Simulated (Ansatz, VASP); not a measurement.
## Rh: VASP beside Ansatz

```
Rh
1.0
     0.00000    1.87087    1.87087
     1.87087    0.00000    1.87087
     1.87087    1.87087    0.00000
Rh
1
Direct
  0.00000 0.00000 0.00000
```

Alike in both runs: task single point; functional revPBE; k mesh 23 × 23 × 23; occupations fermi-dirac, width 0.05 eV; collinear spin.

```csv
,VASP,Ansatz
version,VASP 6.6.1,Ansatz 0.2.0
potentials or method,"VASP PAW PBE potentials, release 64 (Rh_pv), cutoff 520 eV","plane waves (420 eV) with PAW, scalar-relativistic"
valence electrons in the cell,15,17
```

```tsv
	VASP	Ansatz	Ansatz less VASP
pressure (GPa)	25.3	25.1	-0.15
net moment per atom (μB)	0.00	0.00	0.000
```

VASP's potentials were made for PBE, not for revPBE. VASP's potentials hold 15 valence electrons a cell and Ansatz's 17, so a difference there can come from the potentials and not from the codes. Ansatz's warnings: seeded moment not kept.
